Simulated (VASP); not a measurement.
# ZrSi2 (I4/mmm) in VASP: further runs

Runs on ZrSi2. Level: PBE. Tasks: relaxation of cell and atoms, single point.

Program: VASP 6.6.1. These are calculated values, not measurements. Logs are shortened: lines on timing, memory, paths and dates and some standing lists are left out, and cuts for length are marked.

### Step 1. The cell of the first run

The structure is tetragonal, space group I4/mmm (No. 139). The conventional cell has a = 3.856 Å, b = 3.856 Å, c = 7.184 Å, α = 90.00°, β = 90.00°, γ = 90.00°. Within 2.6 Å of Zr (site symmetry 4/mmm) lie 4 Si at 1.93 Å. Within 2.6 Å of Si (site symmetry mmm) lie 2 Zr at 1.93 Å.

The cell was generated, and may not be a known phase.

### Step 2. Relaxation of cell and atoms, PBE

File INCAR:

```
  PREC = Accurate
  ENCUT = 600
  EDIFF = 1E-7
  ISMEAR = 0
  SIGMA = 0.1
  LREAL = False
  LASPH = True
  NELM = 80
  ALGO = Normal
  ISIF = 3
  LWAVE = False
  LCHARG = False
  GGA = PE
  IBRION = 2
  NSW = 90
  EDIFFG = -0.04
```

File KPOINTS:

```
Automatic mesh
0
Gamma
  6 6 6
```

File POSCAR:

```
ZrSi2
1.0
   -1.9278526900      1.9278526900      3.5921819800
    1.9278526900     -1.9278526900      3.5921819800
    1.9278526900      1.9278526900     -3.5921819800
Zr Si
1 2
Direct
    0.0000000000      0.0000000000      0.0000000000
    0.5000000000      0.0000000000      0.5000000000
    0.0000000000      0.5000000000      0.5000000000
```

Potentials or basis: VASP PAW PBE potentials, release 64 (Zr_sv, Si).

Launch:

```
$ cat potpaw_PBE.64/Zr_sv/POTCAR potpaw_PBE.64/Si/POTCAR > POTCAR
$ mpirun -np 1 vasp_std > vasp.out
```

OUTCAR:

```text
PREC = Accurate
   ENCUT = 600
   EDIFF = 1E-7
   ISMEAR = 0
   LREAL = False
   LASPH = True
   NELM = 80
   ISIF = 3
   GGA = PE
   IBRION = 2
   NSW = 90
   EDIFFG = -0.04

 ion  position               nearest neighbor table
   1  0.000  0.000  0.000-   2 1.93   3 1.93   3 1.93   2 1.93
   2  0.500  0.000  0.500-   1 1.93   1 1.93   3 2.73   3 2.73   3 2.73   3 2.73
   3  0.000  0.500  0.500-   1 1.93   1 1.93   2 2.73   2 2.73   2 2.73   2 2.73

  LATTYP: Found a body centered tetragonal cell.
 ALAT       =     3.8557053800
 C/A-ratio  =     1.8633072945

  Lattice vectors:

 A1 = (  -1.9278526900,   1.9278526900,   3.5921819800)
 A2 = (   1.9278526900,  -1.9278526900,   3.5921819800)
 A3 = (   1.9278526900,   1.9278526900,  -3.5921819800)

Analysis of symmetry for initial positions (statically):
=====================================================================
 Subroutine PRICEL returns:
 Original cell was already a primitive cell.

 Routine SETGRP: Setting up the symmetry group for a
 body centered tetragonal supercell.

 Subroutine GETGRP returns: Found 16 space group operations
 (whereof 16 operations were pure point group operations)
 out of a pool of 16 trial point group operations.

The static configuration has the point symmetry D_4h.

Analysis of symmetry for dynamics (positions and initial velocities):
=====================================================================
 Subroutine PRICEL returns:
 Original cell was already a primitive cell.

 Routine SETGRP: Setting up the symmetry group for a
 body centered tetragonal supercell.

 Subroutine GETGRP returns: Found 16 space group operations
 (whereof 16 operations were pure point group operations)
 out of a pool of 16 trial point group operations.

The dynamic configuration has the point symmetry D_4h.

 Subroutine INISYM returns: Found 16 space group operations
 (whereof 16 operations are pure point group operations),
 and found     1 'primitive' translations

----------------------------------------------------------------------------------------

                                     Primitive cell

  volume of cell :      53.4030

  direct lattice vectors                    reciprocal lattice vectors
    -1.927852690  1.927852690  3.592181980     0.000000000  0.259355916  0.139191166
     1.927852690 -1.927852690  3.592181980     0.259355916  0.000000000  0.139191166
     1.927852690  1.927852690 -3.592181980     0.259355916  0.259355916  0.000000000

  length of vectors
     4.509656679  4.509656679  4.509656679     0.294346177  0.294346177  0.366784654

  position of ions in fractional coordinates (direct lattice)
     0.000000000  0.000000000  0.000000000
     0.500000000  0.000000000  0.500000000
     0.000000000  0.500000000  0.500000000

  ion indices of the primitive-cell ions
   primitive index   ion index
                 1           1
                 2           2
                 3           3

----------------------------------------------------------------------------------------

 KPOINTS: Automatic mesh

Automatic generation of k-mesh.
 Grid dimensions read from file:
 generate k-points for:    6    6    6

 Generating k-lattice:

  Cartesian coordinates                     Fractional coordinates (reciprocal lattice)
     0.000000000  0.043225986  0.023198528     0.166666667  0.000000000  0.000000000
     0.043225986  0.000000000  0.023198528     0.000000000  0.166666667  0.000000000
     0.043225986  0.043225986  0.000000000     0.000000000  0.000000000  0.166666667

  Length of vectors
     0.049057696  0.049057696  0.061130776

  Shift w.r.t. Gamma in fractional coordinates (k-lattice)
     0.000000000  0.000000000  0.000000000

 Subroutine IBZKPT returns following result:
 ===========================================

 Found     30 irreducible k-points:

 Following reciprocal coordinates:
            Coordinates               Weight
  0.000000  0.000000  0.000000      1.000000
  0.166667  0.000000 -0.000000      8.000000
  0.333333  0.000000 -0.000000      8.000000
  0.500000  0.000000  0.000000      4.000000
  0.166667  0.166667 -0.000000      8.000000
  0.333333  0.166667 -0.000000     16.000000
[... 16 lines left out ...]
 -0.333333 -0.333333  0.166667      8.000000
 -0.166667 -0.333333  0.166667      8.000000
 [... further k-points ...]
   k-points           NKPTS =     30   k-points in BZ     NKDIM =     30   number of bands    NBANDS=     14
   number of dos      NEDOS =    301   number of ions     NIONS =      3
   total plane-waves  NPLWV =  46656
   dimension x,y,z NGX =    36 NGY =   36 NGZ =   36
   dimension x,y,z NGXF=    72 NGYF=   72 NGZF=   72
   ions per type =               1   2
   NGX,Y,Z   is equivalent  to a cutoff of  13.27, 13.27, 13.27 a.u.
   NGXF,Y,Z  is equivalent  to a cutoff of  26.54, 26.54, 26.54 a.u.
 SYSTEM =  unknown system
   PREC   = accura    normal or accurate (medium, high low for compatibility)
   ISTART =      0    job   : 0-new  1-cont  2-samecut
   ICHARG =      2    charge: 1-file 2-atom 10-const
   ISPIN  =      1    spin polarized calculation?
   LNONCOLLINEAR =      F non collinear calculations
   LSORBIT =      F    spin-orbit coupling
   LASPH  =      T    aspherical Exc in radial PAW
   ENCUT  =  600.0 eV  44.10 Ry    6.64 a.u.   9.01  9.01  9.01*2*pi/ulx,y,z
   NELM   =     80;   NELMIN=  2; NELMDL= -5     # of ELM steps
   EDIFF  = 0.1E-06   stopping-criterion for ELM
   LREAL  =      F    real-space projection
   EDIFFG = -.4E-01   stopping-criterion for IOM
   NSW    =     90    number of steps for IOM
   IBRION =      2    ionic relax: 0-MD 1-quasi-New 2-CG
   NFREE  =      1    steps in history (QN), initial steepest desc. (CG)
   ISIF   =      3    stress and relaxation
   ISYM   =      2    0-nonsym 1-usesym 2-fastsym
   POTIM  = 0.5000    time-step for ionic-motion
   TEBEG  =    0.0;   TEEND  =   0.0 temperature during run
   PSTRESS=    0.0 pullay stress
   NELECT =      20.0000    total number of electrons
   NUPDOWN=      -1.0000    fix difference up-down
   EMIN   =  10.00;   EMAX   =-10.00  energy-range for DOS
   EFERMI =   0.00;   METHOD = LEGACY
   ISMEAR =     0;   SIGMA  =   0.10  broadening in eV -4-tet -1-fermi 0-gaus
   EFERMI_NEDOS =   21; number of points for ismear=-14 and -15
   IALGO  =     38    algorithm
   IMIX   =      4    mixing-type and parameters
     AMIX     =   0.40;   BMIX     =  1.00
     AMIX_MAG =   1.60;   BMIX_MAG =  1.00
  volume/ion in A,a.u.               =      17.80       120.13
  Fermi-wavevector in a.u.,A,eV,Ry     =   1.180038  2.229949 18.945987  1.392491
  Thomas-Fermi vector in A             =   2.316338
   LORBIT       =      0    0 simple, 1 ext, 2 COOP (PROOUT), +10 PAW based schemes
   GGA     = PE    functional components
   LHFCALC =     F    Hartree Fock is set to
   AEXX    =    0.0000 exact exchange contribution
   IVDW    =     0    specifies the selected vdW correction
   LEPSILON=     F    determine dielectric tensor
   LRPA    =     F    only Hartree local field effects (RPA)
 conjugate gradient relaxation of ions
 non-spin polarized calculation
 Gauss-broadening in eV      SIGMA  =   0.10
  energy-cutoff  :      600.00
  volume of cell :       53.40
 maximum number of plane-waves:      1806
   NGX = 17   NGY = 17   NGZ = 17

--------------------------------------- Ionic step        1  -------------------------------------------

 number of electron      20.0000000 magnetization

 Free energy of the ion-electron system (eV)
  ---------------------------------------------------
  ext. energy  EPLUGINS =         0.00000000
  ---------------------------------------------------
  free energy    TOTEN  =        -3.59348241 eV

  energy without entropy =       -3.57617993  energy(sigma->0) =       -3.58483117

------------------------ aborting loop because EDIFF is reached ----------------------------------------

  FORCE on cell =-STRESS in cart. coord.  units (eV):
  Direction    XX          YY          ZZ          XY          YZ          ZX
  --------------------------------------------------------------------------------------
  -------------------------------------------------------------------------------------
  Total       48.9746065     48.9746065     -2.0778551      0.0000000      0.0000000     -0.0000000
  in kB     1469.3170728   1469.3170728    -62.3389989      0.0000000      0.0000000     -0.0000000
  external PRESSURE =     958.7650489 kB  Pullay stress =       0.0000000 kB

 VOLUME and BASIS-vectors are now :
 -----------------------------------------------------------------------------
  energy-cutoff  :      600.00
  volume of cell :       53.40
      direct lattice vectors                 reciprocal lattice vectors
    -1.927852690  1.927852690  3.592181980     0.000000000  0.259355916  0.139191166
     1.927852690 -1.927852690  3.592181980     0.259355916  0.000000000  0.139191166
     1.927852690  1.927852690 -3.592181980     0.259355916  0.259355916  0.000000000
[... 904 lines left out ...]
 k-point    24 :      -0.1667   -0.3333    0.1667
  band No.  band energies     occupation
      1     -39.2175      2.00000
      2     -17.3766      2.00000
      3     -17.3711      2.00000
      4     -17.2936      2.00000
      5      -0.5581      2.00000
      6       0.2568      2.00000
      7       6.0626      2.00000
      8       6.1925      2.00000
      9       8.4723      2.00000
     10       8.7981      2.00000
     11      10.3910      0.09369
     12      11.6476      0.00000
     13      12.0507      0.00000
     14      12.8455      0.00000

 [... further k-points ...]

[... ionic steps 4 to 14 ...]

--------------------------------------- Ionic step       15  -------------------------------------------

 number of electron      20.0000000 magnetization

------------------------ aborting loop because EDIFF is reached ----------------------------------------

  FORCE on cell =-STRESS in cart. coord.  units (eV):
  Direction    XX          YY          ZZ          XY          YZ          ZX
  --------------------------------------------------------------------------------------
  -------------------------------------------------------------------------------------
  Total        0.1781695      0.1781695      0.7816848      0.0000000      0.0000000      0.0000000
  in kB        4.4415732      4.4415732     19.4865634      0.0000000      0.0000000      0.0000000
  external PRESSURE =       9.4565700 kB  Pullay stress =       0.0000000 kB

 VOLUME and BASIS-vectors are now :
 -----------------------------------------------------------------------------
  energy-cutoff  :      600.00
  volume of cell :       64.27
      direct lattice vectors                 reciprocal lattice vectors
    -2.654597949  2.654597949  2.280077032     0.000000000  0.188352440  0.219290837
     2.654597949 -2.654597949  2.280077032     0.188352440  0.000000000  0.219290837
     2.654597949  2.654597949 -2.280077032     0.188352440  0.188352440  0.000000000
[... 455 lines left out ...]
 POSITION                                       TOTAL-FORCE (eV/Angst)
 -----------------------------------------------------------------------------------
      0.00000     -0.00000      0.00000        -0.000000     -0.000000      0.000000
      2.66433      0.00000      2.31915         0.000000     -0.000000      0.000000
      2.66433      0.00000      0.00000        -0.000000      0.000000     -0.000000
 -----------------------------------------------------------------------------------
    total drift:                                0.000000     -0.000000     -0.000000

  FREE ENERGIE OF THE ION-ELECTRON SYSTEM (eV)
  ---------------------------------------------------
  free  energy   TOTEN  =       -18.1162835010 eV

  energy  without entropy=      -18.1067726515  energy(sigma->0) =      -18.11152808

--------------------------------------- Ionic step       17  -------------------------------------------

 number of electron      20.0000000 magnetization

 Free energy of the ion-electron system (eV)
  ---------------------------------------------------
  ext. energy  EPLUGINS =         0.00000000
  ---------------------------------------------------
  free energy    TOTEN  =       -18.12028995 eV

  energy without entropy =      -18.11062886  energy(sigma->0) =      -18.11545941

 E-fermi :   7.1043     XC(G=0): -10.0042

 val. band max:        7.0769269898   @ k =  -0.3333  -0.3333   0.1667
 cond. band min:       7.1505479144   @ k =  -0.3333   0.3333   0.3333
 fundamental gap:      0.0736209246
 Fermi energy:         7.1042654854

 k-point     1 :       0.0000    0.0000    0.0000
  band No.  band energies     occupation
      1     -42.5820      2.00000
      2     -20.6620      2.00000
      3     -20.5788      2.00000
      4     -20.5788      2.00000
      5      -3.9746      2.00000
      6       3.3631      2.00000
      7       3.6776      2.00000
      8       5.9571      2.00000
      9       6.3541      2.00000
     10       6.3541      2.00000
     11       6.4953      2.00000
     12       6.4953      2.00000
     13       7.0015      1.85405
     14       9.0521      0.00000
[... 413 lines left out ...]
 POSITION                                       TOTAL-FORCE (eV/Angst)
 -----------------------------------------------------------------------------------
      0.00000     -0.00000      0.00000         0.000000     -0.000000      0.000000
      0.00000      2.65924      0.00000        -0.000000      0.000000     -0.000000
      2.65924      0.00000      0.00000        -0.000000     -0.000000      0.000000
 -----------------------------------------------------------------------------------
    total drift:                                0.000000     -0.000000     -0.000000

  FREE ENERGIE OF THE ION-ELECTRON SYSTEM (eV)
  ---------------------------------------------------
  free  energy   TOTEN  =       -18.1202899518 eV

  energy  without entropy=      -18.1106288593  energy(sigma->0) =      -18.11545941

 reached required accuracy - stopping structural energy minimisation
```

It took 9.9 min on 1 thread of Oxide Virtual Turin-like, shared host; peak memory 0.2 GiB.

What came out:

- Free energy: -18.1203 eV
- Relaxed volume: 21.67 Å³/atom
- Relaxed cell: a = 4.408 Å, b = 4.408 Å, c = 4.408 Å, α = 105.78°, β = 105.78°, γ = 117.13°
- Space group after relaxing (to 0.1 Å): I4/mmm (No. 139)
- Pressure after relaxing: 0.0 GPa
- Band gap on the k mesh: zero (bands 10 and 11 overlap by 1.31 eV)

Final structure:
```
Zr Si
1.0
    -2.65924    2.65924    2.29872
     2.65924   -2.65924    2.29872
     2.65924    2.65924   -2.29872
Zr Si
1 2
Direct
  0.00000 0.00000 0.00000
  0.50000 0.00000 0.50000
  0.00000 0.50000 0.50000
```

Levels at points of the mesh, in eV from the Fermi level:
| k point | band 6 | band 7 | band 8 | band 9 | band 10 | band 11 | band 12 | band 13 | band 14 |
| --- | --- | --- | --- | --- | --- | --- | --- | --- | --- |
| (0.00, 0.00, 0.00) | -3.74 | -3.43 | -1.15 | -0.75 | -0.75 | -0.61 | -0.61 | -0.10 | 1.95 |
| (0.50, 0.00, 0.00) | -8.36 | -3.16 | -2.80 | -1.45 | -1.01 | 0.37 | 1.32 | 1.63 | 2.49 |
| (0.50, 0.50, 0.00) | -5.44 | -4.75 | -2.88 | -2.68 | -1.58 | 1.33 | 1.46 | 2.26 | 2.69 |
| (0.50, 0.50, 0.50) | -4.74 | -4.67 | -3.63 | -3.63 | 0.07 | 0.94 | 0.94 | 1.11 | 2.23 |

Caveat: the volume moved by over 15 % at a fixed basis, so the end points are rough.

### Step 3. Single point, PBE, collinear spin

This run uses another cell than the first one, of 21.71 Å³/atom.

File INCAR:

```
  PREC = Accurate
  ENCUT = 520
  EDIFF = 1E-7
  ISMEAR = 0
  SIGMA = 0.1
  LREAL = False
  LASPH = True
  NELM = 150
  ALGO = Fast
  ISIF = 2
  LWAVE = False
  LCHARG = False
  ISPIN = 2
  MAGMOM = 1 0 0
  LORBIT = 11
  LMAXMIX = 4
  GGA = PE
  NBANDS = 21
```

KPOINTS is that of step 2.

File POSCAR:

```
ZrSi2
1.0
   -2.6613565977      2.6613565977      2.2991790809
    2.6613565977     -2.6613565977      2.2991790809
    2.6613565977      2.6613565977     -2.2991790809
Zr Si
1 2
Direct
    0.0000000000      0.0000000000      0.0000000000
    0.5000000000      0.0000000000      0.5000000000
    0.0000000000      0.5000000000      0.5000000000
```

Potentials or basis: VASP PAW PBE potentials, release 64 (Zr_sv, Si).

Launch:

```
$ cat potpaw_PBE.64/Zr_sv/POTCAR potpaw_PBE.64/Si/POTCAR > POTCAR
$ mpirun -np 1 vasp_std > vasp.out
```

Wall time 2.6 min (1 thread of Oxide Virtual Turin-like, shared host); peak memory 0.23 GiB.

Results (log left out):

| Item | Value |
| --- | --- |
| Free energy | -18.1373 eV |
| Pressure | 0.0 GPa |
| Band gap on the k mesh | zero (filled and empty bands overlap) |
| Net moment | 0.00 μB per cell |
| Valence electrons inside the program's atomic spheres | Zr 9.71; Si 1.68 |

Levels at points of the mesh, in eV from the Fermi level:
Spin up:
```csv
k point,band 8,band 9,band 10,band 11,band 12,band 13
"(0.00, 0.00, 0.00)",-1.14,-0.75,-0.75,-0.60,-0.60,-0.10
"(0.50, 0.00, 0.00)",-2.79,-1.45,-1.01,0.37,1.32,1.63
"(0.50, 0.50, 0.00)",-2.88,-2.68,-1.58,1.33,1.46,2.25
"(0.50, 0.50, 0.50)",-3.62,-3.62,0.06,0.94,0.94,1.11
```
Spin down:
```
           k point  band 6  band 7  band 8  band 9  band 10  band 11  band 12  band 13  band 14  band 15
(0.00, 0.00, 0.00)   -3.74   -3.42   -1.14   -0.75    -0.75    -0.60    -0.60    -0.10     1.95     1.95
(0.50, 0.00, 0.00)   -8.36   -3.16   -2.79   -1.45    -1.01     0.37     1.32     1.63     2.48     4.01
(0.50, 0.50, 0.00)   -5.43   -4.74   -2.88   -2.68    -1.58     1.33     1.46     2.25     2.69     3.13
(0.50, 0.50, 0.50)   -4.74   -4.66   -3.62   -3.62     0.06     0.94     0.94     1.11     2.23     3.92
```

The gap in the log of VASP goes by the Fermi energy; the results here count the filled bands.